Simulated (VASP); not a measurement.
# Be3Rh (I4/mmm) in VASP: a series of runs

Be3Rh is run at these levels: LDA; tasks: single point, relaxation of cell and atoms.

Everything below comes from runs of VASP 6.6.1. Logs are shortened: lines on timing, memory, paths and dates and some standing lists are left out, and cuts for length are marked.

**1. The cell of the first run**

Symmetry: I4/mmm, No. 139, tetragonal system. The conventional cell has a = 3.193 Å, b = 3.193 Å, c = 7.151 Å, α = 90.00°, β = 90.00°, γ = 90.00°. Within 3.0 Å of Be (site symmetry -4m2) lie 8 Be at 2.26 to 2.40 Å and 4 Rh at 2.40 Å. Within 3.0 Å of Be (site symmetry 4/mmm) lie 4 Rh at 2.26 Å and 8 Be at 2.40 Å. Within 3.0 Å of Rh (site symmetry 4/mmm) lie 12 Be at 2.26 to 2.40 Å.

**2. Single point, LDA**

Input file INCAR:

```
SYSTEM = Be3Rh
PREC = Accurate
ENCUT = 520
EDIFF = 1E-7
ISMEAR = 1
SIGMA = 0.1
LREAL = .FALSE.
LASPH = .TRUE.
NELM = 100
ALGO = Normal
ISIF = 2
LWAVE = .FALSE.
LCHARG = .TRUE.
GGA = CA
LELF = .TRUE.
LVHAR = .TRUE.
NBANDS = 18
```

Input file KPOINTS:

```
Automatic mesh
0
Gamma
  10 10 10
  0.5 0.5 0.5
```

Input file POSCAR:

```
Be3Rh
1.0
    4.2288712758     -0.0094081549      0.0000000483
    1.8257871290      3.8144386403      0.0000000483
   -3.0273292282     -1.9025152589      2.2581306903
Be Rh
3 1
Direct
    0.7500000000      0.2500000000      0.5000000000
    0.2500000000      0.7500000000      0.5000000000
    0.5000000000      0.5000000000      0.0000000000
    0.0000000000      0.0000000000      0.0000000000
```

Potentials or basis: VASP PAW LDA potentials, release 64 (Be, Rh_pv).

Launch:

```
cat potpaw_LDA.64/Be/POTCAR potpaw_LDA.64/Rh_pv/POTCAR > POTCAR
mpirun -np 1 vasp_std > vasp.out
```

OUTCAR:

```text
SYSTEM = Be3Rh
   PREC = Accurate
   ENCUT = 520
   EDIFF = 1E-7
   ISMEAR = 1
   LREAL = .FALSE.
   LASPH = .TRUE.
   NELM = 100
   ISIF = 2
   GGA = CA

 ion  position               nearest neighbor table
   1  0.750  0.250  0.500-   2 2.26   2 2.26   2 2.26   2 2.26   4 2.40   4 2.40   4 2.40   4 2.40

   2  0.250  0.750  0.500-   1 2.26   1 2.26   1 2.26   1 2.26   4 2.40   4 2.40   4 2.40   4 2.40

   3  0.500  0.500  0.000-   4 2.26   4 2.26   4 2.26   4 2.26
   4  0.000  0.000  0.000-   3 2.26   3 2.26   3 2.26   3 2.26   2 2.40   1 2.40   2 2.40   1 2.40
                             2 2.40   1 2.40   1 2.40   2 2.40

  LATTYP: Found a body centered tetragonal cell.
 ALAT       =     3.1934791161
 C/A-ratio  =     2.2392581320

  Lattice vectors:

 A1 = (   4.2288712758,  -0.0094081549,   0.0000000483)
 A2 = (   1.8257871290,   3.8144386403,   0.0000000483)
 A3 = (  -3.0273292282,  -1.9025152589,   2.2581306903)

Analysis of symmetry for initial positions (statically):
=====================================================================
 Subroutine PRICEL returns:
 Original cell was already a primitive cell.

 Routine SETGRP: Setting up the symmetry group for a
 body centered tetragonal supercell.

 Subroutine GETGRP returns: Found 16 space group operations
 (whereof 16 operations were pure point group operations)
 out of a pool of 16 trial point group operations.

The static configuration has the point symmetry D_4h.

Analysis of symmetry for dynamics (positions and initial velocities):
=====================================================================
 Subroutine PRICEL returns:
 Original cell was already a primitive cell.

 Routine SETGRP: Setting up the symmetry group for a
 body centered tetragonal supercell.

 Subroutine GETGRP returns: Found 16 space group operations
 (whereof 16 operations were pure point group operations)
 out of a pool of 16 trial point group operations.

The dynamic configuration has the point symmetry D_4h.

 Subroutine INISYM returns: Found 16 space group operations
 (whereof 16 operations are pure point group operations),
 and found     1 'primitive' translations

----------------------------------------------------------------------------------------

                                     Primitive cell

  volume of cell :      36.4642

  direct lattice vectors                    reciprocal lattice vectors
     4.228871276 -0.009408155  0.000000048     0.236218173 -0.113066207  0.221422080
     1.825787129  3.814438640  0.000000048     0.000582620  0.261882899  0.221422080
    -3.027329228 -1.902515259  2.258130690    -0.000000005 -0.000000003  0.442844156

  length of vectors
     4.228881741  4.228881741  4.228881741     0.342944208  0.342944208  0.442844156

  position of ions in fractional coordinates (direct lattice)
     0.750000000  0.250000000  0.500000000
     0.250000000  0.750000000  0.500000000
     0.500000000  0.500000000  0.000000000
     0.000000000  0.000000000  0.000000000

  ion indices of the primitive-cell ions
   primitive index   ion index
                 1           1
                 2           2
                 3           3
                 4           4

----------------------------------------------------------------------------------------

 KPOINTS: Automatic mesh

Automatic generation of k-mesh.
 Grid dimensions read from file:
 generate k-points for:   10   10   10

 Generating k-lattice:

  Cartesian coordinates                     Fractional coordinates (reciprocal lattice)
     0.023621817 -0.011306621  0.022142208     0.100000000  0.000000000 -0.000000000
     0.000058262  0.026188290  0.022142208    -0.000000000  0.100000000  0.000000000
    -0.000000001 -0.000000000  0.044284416     0.000000000  0.000000000  0.100000000

  Length of vectors
     0.034294421  0.034294421  0.044284416

  Shift w.r.t. Gamma in fractional coordinates (k-lattice)
     0.500000000  0.500000000  0.500000000

 Subroutine IBZKPT returns following result:
 ===========================================

 Found     99 irreducible k-points:

 Following reciprocal coordinates:
            Coordinates               Weight
  0.050000  0.050000  0.050000      8.000000
  0.150000  0.050000  0.050000     16.000000
  0.250000  0.050000  0.050000     16.000000
  0.350000  0.050000  0.050000     16.000000
  0.450000  0.050000  0.050000      8.000000
 -0.050000  0.050000  0.050000      4.000000
[... 16 lines left out ...]
 -0.050000  0.250000  0.050000      8.000000
  0.350000  0.350000  0.050000      8.000000
 [... further k-points ...]
   k-points           NKPTS =     99   k-points in BZ     NKDIM =     99   number of bands    NBANDS=     18
   number of dos      NEDOS =    301   number of ions     NIONS =      4
   total plane-waves  NPLWV =  32768
   dimension x,y,z NGX =    32 NGY =   32 NGZ =   32
   dimension x,y,z NGXF=    64 NGYF=   64 NGZF=   64
   ions per type =               3   1
   NGX,Y,Z   is equivalent  to a cutoff of  12.58, 12.58, 12.58 a.u.
   NGXF,Y,Z  is equivalent  to a cutoff of  25.16, 25.16, 25.16 a.u.
 SYSTEM =  Be3Rh
   PREC   = accura    normal or accurate (medium, high low for compatibility)
   ISTART =      0    job   : 0-new  1-cont  2-samecut
   ICHARG =      2    charge: 1-file 2-atom 10-const
   ISPIN  =      1    spin polarized calculation?
   LNONCOLLINEAR =      F non collinear calculations
   LSORBIT =      F    spin-orbit coupling
   LASPH  =      T    aspherical Exc in radial PAW
   ENCUT  =  520.0 eV  38.22 Ry    6.18 a.u.   7.86  7.86  7.86*2*pi/ulx,y,z
   NELM   =    100;   NELMIN=  2; NELMDL= -5     # of ELM steps
   EDIFF  = 0.1E-06   stopping-criterion for ELM
   LREAL  =      F    real-space projection
   EDIFFG = 0.1E-05   stopping-criterion for IOM
   NSW    =      0    number of steps for IOM
   IBRION =     -1    ionic relax: 0-MD 1-quasi-New 2-CG
   NFREE  =      0    steps in history (QN), initial steepest desc. (CG)
   ISIF   =      2    stress and relaxation
   ISYM   =      2    0-nonsym 1-usesym 2-fastsym
   POTIM  = 0.5000    time-step for ionic-motion
   TEBEG  =    0.0;   TEEND  =   0.0 temperature during run
   PSTRESS=    0.0 pullay stress
   NELECT =      21.0000    total number of electrons
   NUPDOWN=      -1.0000    fix difference up-down
   EMIN   =  10.00;   EMAX   =-10.00  energy-range for DOS
   EFERMI =   0.00;   METHOD = LEGACY
   ISMEAR =     1;   SIGMA  =   0.10  broadening in eV -4-tet -1-fermi 0-gaus
   EFERMI_NEDOS =   21; number of points for ismear=-14 and -15
   IALGO  =     38    algorithm
   IMIX   =      4    mixing-type and parameters
     AMIX     =   0.40;   BMIX     =  1.00
     AMIX_MAG =   1.60;   BMIX_MAG =  1.00
  volume/ion in A,a.u.               =       9.12        61.52
  Fermi-wavevector in a.u.,A,eV,Ry     =   1.362048  2.573898 25.241190  1.855175
  Thomas-Fermi vector in A             =   2.488572
   LORBIT       =      0    0 simple, 1 ext, 2 COOP (PROOUT), +10 PAW based schemes
   GGA     = CA    functional components
   LHFCALC =     F    Hartree Fock is set to
   AEXX    =    0.0000 exact exchange contribution
   IVDW    =     0    specifies the selected vdW correction
   LEPSILON=     F    determine dielectric tensor
   LRPA    =     F    only Hartree local field effects (RPA)
 non-spin polarized calculation
 Methfessel and Paxton  Order N= 1 SIGMA  =   0.10
  energy-cutoff  :      520.00
  volume of cell :       36.46
 maximum number of plane-waves:      1004
   NGX = 15   NGY = 15   NGZ = 15

 number of electron      21.0000002 magnetization

 Free energy of the ion-electron system (eV)
  ---------------------------------------------------
  ext. energy  EPLUGINS =         0.00000000
  ---------------------------------------------------
  free energy    TOTEN  =       -23.02596501 eV

  energy without entropy =      -23.02670339  energy(sigma->0) =      -23.02621114

 E-fermi :   8.6743     XC(G=0): -12.0680

 val. band max:        8.6477817868   @ k =   0.3500   0.3500   0.1500
 cond. band min:       8.7104969338   @ k =   0.3500   0.2500   0.1500
 fundamental gap:      0.0627151470
 Fermi energy:         8.6742636692

 k-point     1 :       0.0500    0.0500    0.0500
  band No.  band energies     occupation
      1     -37.8375      2.00000
      2     -37.8372      2.00000
      3     -37.8230      2.00000
      4      -1.0551      2.00000
      5       4.0407      2.00000
      6       4.2679      2.00000
[... 10 lines left out ...]
     17      17.9840      0.00000
     18      18.5845      0.00000

 k-point     2 :       0.1500    0.0500    0.0500
  band No.  band energies     occupation
      1     -37.8550      2.00000
      2     -37.8357      2.00000
      3     -37.8218      2.00000
      4      -0.5979      2.00000
      5       3.7636      2.00000
      6       4.0773      2.00000
[... 10 lines left out ...]
     17      18.3434      0.00000
     18      18.7231      0.00000

 k-point     3 :       0.2500    0.0500    0.0500
  band No.  band energies     occupation
      1     -37.8767      2.00000
      2     -37.8337      2.00000
      3     -37.8203      2.00000
      4       0.1125      2.00000
      5       3.2220      2.00000
      6       3.8839      2.00000
[... 10 lines left out ...]
     17      18.5122      0.00000
     18      19.0783      0.00000

 k-point     4 :       0.3500    0.0500    0.0500
  band No.  band energies     occupation
      1     -37.8942      2.00000
      2     -37.8321      2.00000
      3     -37.8192      2.00000
      4       0.9620      2.00000
      5       2.8319      2.00000
      6       3.4591      2.00000
[... 10 lines left out ...]
     17      18.6526      0.00000
     18      19.4278      0.00000

 k-point     5 :       0.4500    0.0500    0.0500
  band No.  band energies     occupation
      1     -37.9009      2.00000
      2     -37.8315      2.00000
      3     -37.8187      2.00000
      4       1.5080      2.00000
      5       2.6266      2.00000
      6       3.1332      2.00000
[... 10 lines left out ...]
     17      18.9242      0.00000
     18      19.8980      0.00000

 k-point     6 :      -0.0500    0.0500    0.0500
  band No.  band energies     occupation
      1     -37.8380      2.00000
      2     -37.8306      2.00000
      3     -37.8234      2.00000
      4      -1.2122      2.00000
      5       3.9822      2.00000
      6       4.4196      2.00000
[... 10 lines left out ...]
     17      17.8178      0.00000
     18      18.5202      0.00000

 k-point     7 :       0.1500    0.1500    0.0500
  band No.  band energies     occupation
      1     -37.8539      2.00000
      2     -37.8531      2.00000
      3     -37.8206      2.00000
      4      -0.1039      2.00000
      5       3.6029      2.00000
      6       4.2627      2.00000
[... 10 lines left out ...]
     17      18.8463      0.00000
     18      19.5588      0.00000

 k-point     8 :       0.2500    0.1500    0.0500
  band No.  band energies     occupation
      1     -37.8754      2.00000
      2     -37.8516      2.00000
      3     -37.8191      2.00000
      4       0.6216      2.00000
      5       3.2841      2.00000
      6       4.1204      2.00000
[... 10 lines left out ...]
     17      19.1562      0.00000
     18      20.0566      0.00000
[... 229 lines left out ...]
     17      19.2405      0.00000
     18      20.6359      0.00000

 k-point    20 :      -0.3500    0.2500    0.0500
  band No.  band energies     occupation
      1     -37.8739      2.00000
      2     -37.8732      2.00000
      3     -37.8168      2.00000
      4       0.8121      2.00000
      5       3.7978      2.00000
      6       4.2208      2.00000
[... 10 lines left out ...]
     17      20.1667      0.00000
     18      20.6295      0.00000

 k-point    21 :      -0.2500    0.2500    0.0500
  band No.  band energies     occupation
      1     -37.8752      2.00000
      2     -37.8515      2.00000
      3     -37.8185      2.00000
      4       0.2630      2.00000
      5       3.5858      2.00000
      6       4.2230      2.00000
[... 10 lines left out ...]
     17      19.4214      0.00000
     18      20.2703      0.00000

 k-point    22 :      -0.1500    0.2500    0.0500
  band No.  band energies     occupation
      1     -37.8766      2.00000
      2     -37.8336      2.00000
      3     -37.8199      2.00000
      4      -0.0686      2.00000
      5       3.3315      2.00000
      6       3.9094      2.00000
[... 10 lines left out ...]
     17      18.4913      0.00000
     18      19.0074      0.00000

 k-point    23 :      -0.0500    0.2500    0.0500
  band No.  band energies     occupation
      1     -37.8772      2.00000
      2     -37.8268      2.00000
      3     -37.8207      2.00000
      4      -0.1255      2.00000
      5       3.2098      2.00000
      6       3.7907      2.00000
[... 10 lines left out ...]
     17      17.9496      0.00000
     18      18.5503      0.00000

 k-point    24 :       0.3500    0.3500    0.0500
  band No.  band energies     occupation
      1     -37.8905      2.00000
      2     -37.8900      2.00000
      3     -37.8144      2.00000
      4       2.3672      2.00000
      5       2.8976      2.00000
      6       4.4893      2.00000
[... 10 lines left out ...]
     17      18.5700      0.00000
     18      20.7161      0.00000

 [... further k-points ...]

------------------------ aborting loop because EDIFF is reached ----------------------------------------

  FORCE on cell =-STRESS in cart. coord.  units (eV):
  Direction    XX          YY          ZZ          XY          YZ          ZX
  --------------------------------------------------------------------------------------
  -------------------------------------------------------------------------------------
  Total        0.1563264      0.1265546      0.1071213      0.0309228      0.0000000      0.0000000
  in kB        6.8687307      5.5606064      4.7067371      1.3586979      0.0000000      0.0000000
  external PRESSURE =       5.7120247 kB  Pullay stress =       0.0000000 kB

 VOLUME and BASIS-vectors are now :
 -----------------------------------------------------------------------------
  energy-cutoff  :      520.00
  volume of cell :       36.46
      direct lattice vectors                 reciprocal lattice vectors
     4.228871276 -0.009408155  0.000000048     0.236218173 -0.113066207  0.221422080
     1.825787129  3.814438640  0.000000048     0.000582620  0.261882899  0.221422080
    -3.027329228 -1.902515259  2.258130690    -0.000000005 -0.000000003  0.442844156

 POSITION                                       TOTAL-FORCE (eV/Angst)
 -----------------------------------------------------------------------------------
      2.11444     -0.00470      1.12907        -0.000000      0.000000      0.000000
      0.91289      1.90722      1.12907         0.000000     -0.000000     -0.000000
      3.02733      1.90252      0.00000        -0.000000     -0.000000     -0.000000
      0.00000      0.00000      0.00000        -0.000000     -0.000000     -0.000000
 -----------------------------------------------------------------------------------
    total drift:                               -0.000000      0.000000     -0.000000

  FREE ENERGIE OF THE ION-ELECTRON SYSTEM (eV)
  ---------------------------------------------------
  free  energy   TOTEN  =       -23.0259650088 eV

  energy  without entropy=      -23.0267033939  energy(sigma->0) =      -23.02621114
```

Wall time 35 s (1 thread of Oxide Virtual Turin-like, shared host); peak memory 0.16 GiB.

Results:

```
Free energy            : -23.0260 eV
Pressure               : 0.6 GPa
Band gap on the k mesh : zero (an odd number of electrons rules out a gap without spin polarisation)
```

Levels at points of the mesh, in eV from the Fermi level:
| k point | band 8 | band 9 | band 10 | band 11 | band 12 | band 13 |
| --- | --- | --- | --- | --- | --- | --- |
| (0.05, 0.05, 0.05) | -3.72 | -2.68 | -1.19 | 2.92 | 3.44 | 4.40 |

[end of part 1 of 2]

The gap in the log of VASP goes by the Fermi energy; the results here count the filled bands.